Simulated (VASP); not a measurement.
# Ru2C (Fd-3m) in VASP: a series of runs, part 3 of 3

VASP 6.6.1. Earlier steps stand in the parts before.

## (4) Relaxation of cell and atoms, PBE

INCAR

```
SYSTEM = Ru2C
PREC = Accurate ; ENCUT = 600
EDIFF = 1E-7 ; ISMEAR = 0
SIGMA = 0.1 ; LREAL = .FALSE.
LASPH = .TRUE. ; NELM = 100
ALGO = Normal ; ISIF = 3
LWAVE = .FALSE. ; LCHARG = .FALSE.
GGA = PE ; IBRION = 2
NSW = 90 ; EDIFFG = -0.04
```

KPOINTS

```
Automatic mesh
0
G
  4 4 4
  0 0 0
```

POSCAR

```
Ru2C
1.0
    0.0000000000      3.3987108300      3.3987108300
    3.3987108300      0.0000000000      3.3987108300
    3.3987108300      3.3987108300      0.0000000000
Ru C
4 2
Direct
    0.6250000000      0.6250000000      0.6250000000
    0.1250000000      0.6250000000      0.6250000000
    0.6250000000      0.6250000000      0.1250000000
    0.6250000000      0.1250000000      0.6250000000
    0.0000000000      0.0000000000      0.0000000000
    0.2500000000      0.2500000000      0.2500000000
```

Potentials or basis: VASP PAW PBE potentials, release 64 (Ru_pv, C).

Command:

```bash
> cat potpaw_PBE.64/Ru_pv/POTCAR potpaw_PBE.64/C/POTCAR > POTCAR
> mpirun -np 1 vasp_std > vasp.out
```

OUTCAR:

```text
SYSTEM = Ru2C
   PREC = Accurate
   ENCUT = 600
   EDIFF = 1E-7
   ISMEAR = 0
   LREAL = .FALSE.
   LASPH = .TRUE.
   NELM = 100
   ISIF = 3
   GGA = PE
   IBRION = 2
   NSW = 90
   EDIFFG = -0.04

 ion  position               nearest neighbor table
   1  0.625  0.625  0.625-   2 2.40   3 2.40   4 2.40   3 2.40   4 2.40   2 2.40
   2  0.125  0.625  0.625-   1 2.40   3 2.40   4 2.40   1 2.40   3 2.40   4 2.40
   3  0.625  0.625  0.125-   1 2.40   1 2.40   2 2.40   4 2.40   4 2.40   2 2.40
   4  0.625  0.125  0.625-   1 2.40   3 2.40   1 2.40   2 2.40   3 2.40   2 2.40
   5  0.000  0.000  0.000-
   6  0.250  0.250  0.250-

  LATTYP: Found a face centered cubic cell.
 ALAT       =     6.7974216600

  Lattice vectors:

 A1 = (   0.0000000000,   3.3987108300,   3.3987108300)
 A2 = (   3.3987108300,   0.0000000000,   3.3987108300)
 A3 = (   3.3987108300,   3.3987108300,   0.0000000000)

Analysis of symmetry for initial positions (statically):
=====================================================================
 Subroutine PRICEL returns:
 Original cell was already a primitive cell.

 Routine SETGRP: Setting up the symmetry group for a
 face centered cubic supercell.

 Subroutine GETGRP returns: Found 48 space group operations
 (whereof 24 operations were pure point group operations)
 out of a pool of 48 trial point group operations.

The static configuration has the point symmetry T_d .
 The point group associated with its full space group is O_h .

Analysis of symmetry for dynamics (positions and initial velocities):
=====================================================================
 Subroutine PRICEL returns:
 Original cell was already a primitive cell.

 Routine SETGRP: Setting up the symmetry group for a
 face centered cubic supercell.

 Subroutine GETGRP returns: Found 48 space group operations
 (whereof 24 operations were pure point group operations)
 out of a pool of 48 trial point group operations.

The dynamic configuration has the point symmetry T_d .
 The point group associated with its full space group is O_h .

 Subroutine INISYM returns: Found 48 space group operations
 (whereof 24 operations are pure point group operations),
 and found     1 'primitive' translations

----------------------------------------------------------------------------------------

                                     Primitive cell

  volume of cell :      78.5186

  direct lattice vectors                    reciprocal lattice vectors
     0.000000000  3.398710830  3.398710830    -0.147114605  0.147114605  0.147114605
     3.398710830  0.000000000  3.398710830     0.147114605 -0.147114605  0.147114605
     3.398710830  3.398710830  0.000000000     0.147114605  0.147114605 -0.147114605

  length of vectors
     4.806502950  4.806502950  4.806502950     0.254809970  0.254809970  0.254809970

  position of ions in fractional coordinates (direct lattice)
     0.625000000  0.625000000  0.625000000
     0.125000000  0.625000000  0.625000000
     0.625000000  0.625000000  0.125000000
     0.625000000  0.125000000  0.625000000
     0.000000000  0.000000000  0.000000000
     0.250000000  0.250000000  0.250000000

  ion indices of the primitive-cell ions
   primitive index   ion index
                 1           1
                 2           2
                 3           3
                 4           4
                 5           5
                 6           6

----------------------------------------------------------------------------------------

 KPOINTS: Automatic mesh

Automatic generation of k-mesh.
 Grid dimensions read from file:
 generate k-points for:    4    4    4

 Generating k-lattice:

  Cartesian coordinates                     Fractional coordinates (reciprocal lattice)
    -0.036778651  0.036778651  0.036778651     0.250000000  0.000000000  0.000000000
     0.036778651 -0.036778651  0.036778651     0.000000000  0.250000000  0.000000000
     0.036778651  0.036778651 -0.036778651     0.000000000  0.000000000  0.250000000

  Length of vectors
     0.063702492  0.063702492  0.063702492

  Shift w.r.t. Gamma in fractional coordinates (k-lattice)
     0.000000000  0.000000000  0.000000000

 Subroutine IBZKPT returns following result:
 ===========================================

 Found      8 irreducible k-points:

 Following reciprocal coordinates:
            Coordinates               Weight
  0.000000  0.000000  0.000000      1.000000
  0.250000  0.000000  0.000000      8.000000
  0.500000  0.000000  0.000000      4.000000
  0.250000  0.250000  0.000000      6.000000
  0.500000  0.250000  0.000000     24.000000
 -0.250000  0.250000  0.000000     12.000000
  0.500000  0.500000  0.000000      3.000000
 -0.250000  0.500000  0.250000      6.000000
   k-points           NKPTS =      8   k-points in BZ     NKDIM =      8   number of bands    NBANDS=     38
   number of dos      NEDOS =    301   number of ions     NIONS =      6
   total plane-waves  NPLWV =  64000
   dimension x,y,z NGX =    40 NGY =   40 NGZ =   40
   dimension x,y,z NGXF=    80 NGYF=   80 NGZF=   80
   ions per type =               4   2
   NGX,Y,Z   is equivalent  to a cutoff of  13.84, 13.84, 13.84 a.u.
   NGXF,Y,Z  is equivalent  to a cutoff of  27.67, 27.67, 27.67 a.u.
 SYSTEM =  Ru2C
   PREC   = accura    normal or accurate (medium, high low for compatibility)
   ISTART =      0    job   : 0-new  1-cont  2-samecut
   ICHARG =      2    charge: 1-file 2-atom 10-const
   ISPIN  =      1    spin polarized calculation?
   LNONCOLLINEAR =      F non collinear calculations
   LSORBIT =      F    spin-orbit coupling
   LASPH  =      T    aspherical Exc in radial PAW
   ENCUT  =  600.0 eV  44.10 Ry    6.64 a.u.   9.60  9.60  9.60*2*pi/ulx,y,z
   NELM   =    100;   NELMIN=  2; NELMDL= -5     # of ELM steps
   EDIFF  = 0.1E-06   stopping-criterion for ELM
   LREAL  =      F    real-space projection
   EDIFFG = -.4E-01   stopping-criterion for IOM
   NSW    =     90    number of steps for IOM
   IBRION =      2    ionic relax: 0-MD 1-quasi-New 2-CG
   NFREE  =      1    steps in history (QN), initial steepest desc. (CG)
   ISIF   =      3    stress and relaxation
   ISYM   =      2    0-nonsym 1-usesym 2-fastsym
   POTIM  = 0.5000    time-step for ionic-motion
   TEBEG  =    0.0;   TEEND  =   0.0 temperature during run
   PSTRESS=    0.0 pullay stress
   NELECT =      64.0000    total number of electrons
   NUPDOWN=      -1.0000    fix difference up-down
   EMIN   =  10.00;   EMAX   =-10.00  energy-range for DOS
   EFERMI =   0.00;   METHOD = LEGACY
   ISMEAR =     0;   SIGMA  =   0.10  broadening in eV -4-tet -1-fermi 0-gaus
   EFERMI_NEDOS =   21; number of points for ismear=-14 and -15
   IALGO  =     38    algorithm
   IMIX   =      4    mixing-type and parameters
     AMIX     =   0.40;   BMIX     =  1.00
     AMIX_MAG =   1.60;   BMIX_MAG =  1.00
  volume/ion in A,a.u.               =      13.09        88.31
  Fermi-wavevector in a.u.,A,eV,Ry     =   1.529246  2.889855 31.818482  2.338592
  Thomas-Fermi vector in A             =   2.636893
   LORBIT       =      0    0 simple, 1 ext, 2 COOP (PROOUT), +10 PAW based schemes
   GGA     = PE    functional components
   LHFCALC =     F    Hartree Fock is set to
   AEXX    =    0.0000 exact exchange contribution
   IVDW    =     0    specifies the selected vdW correction
   LEPSILON=     F    determine dielectric tensor
   LRPA    =     F    only Hartree local field effects (RPA)
 conjugate gradient relaxation of ions
 non-spin polarized calculation
 Gauss-broadening in eV      SIGMA  =   0.10
  energy-cutoff  :      600.00
  volume of cell :       78.52
 maximum number of plane-waves:      2685
 NGX is ok and might be reduce to    40
   NGX = 19   NGY = 19   NGZ = 19

--------------------------------------- Ionic step        1  -------------------------------------------

 number of electron      64.0000001 magnetization

 Free energy of the ion-electron system (eV)
  ---------------------------------------------------
  ext. energy  EPLUGINS =         0.00000000
  ---------------------------------------------------
  free energy    TOTEN  =       -39.57807754 eV

  energy without entropy =      -39.52908744  energy(sigma->0) =      -39.55358249

------------------------ aborting loop because EDIFF is reached ----------------------------------------

  FORCE on cell =-STRESS in cart. coord.  units (eV):
  Direction    XX          YY          ZZ          XY          YZ          ZX
  --------------------------------------------------------------------------------------
  -------------------------------------------------------------------------------------
  Total        9.3403986      9.3403986      9.3403986      0.0000000      0.0000000     -0.0000000
  in kB      190.5914217    190.5914217    190.5914217      0.0000000      0.0000000     -0.0000000
  external PRESSURE =     190.5914217 kB  Pullay stress =       0.0000000 kB
[... 105 lines left out ...]
  energy  without entropy=      -39.8957151713  energy(sigma->0) =      -39.92554023

--------------------------------------- Ionic step        4  -------------------------------------------

 number of electron      63.9999990 magnetization

 Free energy of the ion-electron system (eV)
  ---------------------------------------------------
  ext. energy  EPLUGINS =         0.00000000
  ---------------------------------------------------
  free energy    TOTEN  =       -39.95580251 eV

  energy without entropy =      -39.89662420  energy(sigma->0) =      -39.92621335

 E-fermi :   8.5992     XC(G=0): -12.3932

 val. band max:        8.5621760095   @ k =   0.5000   0.2500   0.0000
 cond. band min:       8.6102341448   @ k =   0.5000   0.0000   0.0000
 fundamental gap:      0.0480581354
 Fermi energy:         8.5991514256

 k-point     1 :       0.0000    0.0000    0.0000
  band No.  band energies     occupation
      1     -36.0384      2.00000
      2     -34.9464      2.00000
      3     -34.9464      2.00000
      4     -34.9464      2.00000
      5     -34.5574      2.00000
      6     -34.5574      2.00000
[... 350 lines left out ...]
  FREE ENERGIE OF THE ION-ELECTRON SYSTEM (eV)
  ---------------------------------------------------
  free  energy   TOTEN  =       -39.9558025057 eV

  energy  without entropy=      -39.8966242032  energy(sigma->0) =      -39.92621335

 reached required accuracy - stopping structural energy minimisation
```

Run time: 2.8 min. Hardware: 1 thread of Intel Xeon 6975P-C, shared host; peak memory 0.26 GiB.

Results:

```
Free energy                            : -39.9558 eV
Relaxed volume                         : 14.24 Å³/atom
Relaxed cell                           : a = 4.943 Å, b = 4.943 Å, c = 4.943 Å, α = 60.00°, β = 60.00°, γ = 60.00°
Space group after relaxing (to 0.05 Å) : Fd-3m (No. 227)
Energy gained by relaxing              : 63.0 meV/atom
Ionic steps                            : 4
Pressure after relaxing                : -0.1 GPa
Band gap on the k mesh                 : zero (band 32 reaches 8.78 eV, above the bottom of band 33 at 8.49 eV)
```

Step by step:
```csv
step,energy change (eV),largest force (eV/Å),pressure (GPa),volume (Å³)
1,0.0000,0.0000,19.06,78.52
2,0.4148,0.0000,-18.37,97.57
3,-0.3773,0.0000,-0.55,85.64
4,-0.3777,0.0000,-0.06,85.42
```

Final structure:
```
CELL_PARAMETERS angstrom
0.00000 3.49548 3.49548
3.49548 0.00000 3.49548
3.49548 3.49548 0.00000
ATOMIC_POSITIONS crystal
Ru 0.62500 0.62500 0.62500
Ru 0.12500 0.62500 0.62500
Ru 0.62500 0.62500 0.12500
Ru 0.62500 0.12500 0.62500
C 0.00000 0.00000 0.00000
C 0.25000 0.25000 0.25000
```

Levels at points of the mesh, in eV from the Fermi level:
| k point | band 28 | band 29 | band 30 | band 31 | band 32 | band 33 | band 34 | band 35 |
| --- | --- | --- | --- | --- | --- | --- | --- | --- |
| (0.00, 0.00, 0.00) | 0.11 | 0.11 | 0.11 | 0.17 | 0.17 | 0.17 | 0.36 | 0.36 |
| (0.50, 0.00, 0.00) | -1.43 | -1.43 | -0.25 | -0.25 | 0.01 | 0.11 | 0.28 | 0.28 |
| (0.50, 0.50, 0.00) | -1.88 | -1.70 | -1.70 | -1.32 | -1.32 | -0.06 | -0.06 | 0.27 |

Caveat: the k points lie up to 0.39 Å⁻¹ apart in the final cell.

## (5) Single point, PBE, collinear spin, ferromagnetic start

This run uses another cell than the first one, of 14.22 Å³/atom, 1.086 times its volume.

INCAR

```
SYSTEM = Ru2C
ALGO     = Normal         ! electronic algorithm
EDIFF    = 1E-6           ! SCF threshold, eV
ENCUT    = 520            ! plane-wave cutoff, eV
GGA      = PE             ! functional
ISIF     = 2              ! what is computed and relaxed
ISMEAR   = 0              ! smearing method
ISPIN    = 2              ! spin polarisation
LASPH    = .True.         ! aspherical terms in the spheres
LCHARG   = .False.        ! write CHGCAR
LMAXMIX  = 4              ! l up to which the mixer works
LORBIT   = 11             ! projections on sites
LREAL    = .False.        ! projectors in reciprocal space
LWAVE    = .False.        ! write WAVECAR
MAGMOM   = 1 1 1 1 0 0    ! initial moments
NBANDS   = 45             ! bands
NELM     = 150            ! most SCF steps
PREC     = Accurate       ! precision mode
SIGMA    = 0.1            ! smearing width, eV
```

KPOINTS

```
k-points
0
Gamma
  4 4 4
  0 0 0
```

POSCAR

```
Ru2C
1.0
    0.0000000000      3.4938671135      3.4938671135
    3.4938671135      0.0000000000      3.4938671135
    3.4938671135      3.4938671135      0.0000000000
Ru C
4 2
Direct
    0.1250000000      0.1250000000      0.1250000000
    0.6250000000      0.1250000000      0.1250000000
    0.1250000000      0.1250000000      0.6250000000
    0.1250000000      0.6250000000      0.1250000000
    0.5000000000      0.5000000000      0.5000000000
    0.7500000000      0.7500000000      0.7500000000
```

Command:

```bash
> cat potpaw_PBE.64/Ru_pv/POTCAR potpaw_PBE.64/C/POTCAR > POTCAR
> mpirun -np 1 vasp_std > vasp.out
```

Wall time 94 s (1 thread of Intel Xeon 6975P-C, shared host); peak memory 0.29 GiB.

It converged, with:

```yaml
Free_energy: -39.9797 eV
Pressure: 0.9 GPa
Net_moment: 1.66 μB per cell
Site_moments: Ru +0.43; C -0.04 μB
Valence_electrons_inside_the_program's_atomic_spheres: Ru 12.71; C 1.98
```

Levels at points of the mesh, in eV from the Fermi level:
Spin up:
```
           k point  band 28  band 29  band 30  band 31  band 32  band 33  band 34  band 35  band 36  band 37
(0.00, 0.00, 0.00)    -0.10    -0.10    -0.10     0.01     0.01     0.01     0.16     0.16     1.37     1.37
(0.50, 0.00, 0.00)    -1.56    -1.56    -0.36    -0.36    -0.20     0.10     0.10     0.16     0.36     0.36
(0.50, 0.50, 0.00)    -1.98    -1.86    -1.86    -1.45    -1.45    -0.21    -0.21     0.08     0.08     1.64
```
Spin down:
```tsv
k point	band 27	band 28	band 29	band 30	band 31	band 32	band 33	band 34	band 35	band 36
(0.00, 0.00, 0.00)	-0.11	0.35	0.35	0.35	0.39	0.39	0.39	0.60	0.60	1.44
(0.50, 0.00, 0.00)	-2.15	-1.28	-1.28	-0.09	-0.09	0.09	0.25	0.50	0.50	0.58
(0.50, 0.50, 0.00)	-1.76	-1.76	-1.51	-1.51	-1.15	-1.15	0.13	0.13	0.49	0.49
```

Caveat: the k points lie up to 0.39 Å⁻¹ apart.

## (6) Overview

| task | spin | cell | cutoff (eV) | gap on the mesh (eV) | pressure (GPa) |
| --- | --- | --- | --- | --- | --- |
| single point | off | a = 4.807 Å, angles 60.0°, 6 atoms | 520 | none | 19.1 |
| single point | off | a = 4.941 Å, angles 60.0°, 6 atoms | 520 | none | 0.2 |
| relaxation of cell and atoms | off | relaxed from a = 4.807 Å, angles 60.0°, 6 atoms | 600 | none | -0.1 |
| single point | collinear, ferromagnetic start | a = 4.941 Å, angles 60.0°, 6 atoms | 520 | none | 0.9 |

Alike in all rows: level PBE; potentials or basis VASP PAW PBE potentials, release 64 (Ru_pv, C); k mesh 4 × 4 × 4; smearing gaussian 0.1 eV.

Caveats: all runs use coarse meshes.

Absolute energies hang on the potentials; compare differences alone.
